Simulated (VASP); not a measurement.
Set up this calculation in VASP 6.6.1, as the native input.

```yaml
Task: single point
Functional: PBE
Potentials_or_basis: VASP PAW PBE potentials, release 64 (Te, Nb_sv)
Cutoff: 500 eV
k_mesh: 8 × 8 × 7
Occupations: gaussian, width 0.028 eV
Spin: no spin polarisation
Dipole_correction: no
Further_INCAR_settings: ALGO = Normal; EDIFF = 1e-06; NBANDS = 16
```

The structure of NbTe lies in POSCAR:

```
NbTe
1.0
    3.7029743866      0.0000000000      0.0000000000
   -1.8514871933      3.2068698884      0.0000000000
    0.0000000000      0.0000000000      3.6942110000
Te Nb
1 1
Direct
    0.6666666667      0.3333333333      0.0000000000
    0.0000000000      0.0000000000      0.5000000000
```

These files were run (other wordings do the same):

INCAR

```
SYSTEM = NbTe
ALGO = Normal
EDIFF = 1E-6
ENCUT = 500
GGA = PE
GGA_COMPAT = .False.
ISIF = 2
ISMEAR = 0
LASPH = .True.
LCHARG = .False.
LREAL = .False.
LWAVE = .False.
NBANDS = 16
NELM = 120
PREC = Accurate
SIGMA = 0.028000000000000004
```

KPOINTS

```
k-points
0
Gamma
  8 8 7
  0 0 0
```

Potentials or basis: VASP PAW PBE potentials, release 64 (Te, Nb_sv).

Command:

```bash
$ cat potpaw_PBE.64/Te/POTCAR potpaw_PBE.64/Nb_sv/POTCAR > POTCAR
$ mpirun -np 1 vasp_std > vasp.out
```

It gave:

* Pressure: -0.9 GPa

It took 10 s on 1 thread of Intel(R) Xeon(R) 6975P-C (Granite Rapids), on a shared host, peak memory 0.17 GiB.
